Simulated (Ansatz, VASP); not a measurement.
# One calculation of Ge, two programs

```
Ge
1.0
     4.01087    0.00000    0.00000
    -2.00543    3.47351    0.00000
     0.00000    0.00000    6.62130
Ge
4
Direct
  0.66667 0.33333 0.06290
  0.33333 0.66667 0.56290
  0.66667 0.33333 0.43710
  0.33333 0.66667 0.93710
```

Change from the starting cell: volume scaled by 1.01, crystal datasets.

Alike in both runs: task electric field gradients; functional PBEsol; k mesh 11 × 11 × 6; occupations fermi-dirac, width 0.05 eV; no spin polarisation.

|  | VASP | Ansatz |
| --- | --- | --- |
| version | VASP 6.6.1 | Ansatz 0.2.0 |
| potentials or method | VASP PAW PBE potentials, release 64 (Ge_d), cutoff 520 eV | all-electron PAW with datasets made for the crystal, scalar-relativistic |

|  | VASP | Ansatz | Ansatz less VASP |
| --- | --- | --- | --- |
| pressure (GPa) | -0.8 | -0.7 | +0.08 |
| traceless stress, the component that is largest in VASP (GPa) | -0.08 | -0.08 | -0.004 |
| size of Vzz on the site where it differs most (V/Å²) | 7.5 | 7.6 | +0.12 |

VASP's potentials were made for PBE, not for PBEsol. Ansatz ran all-electron here, and VASP with PAW potentials.
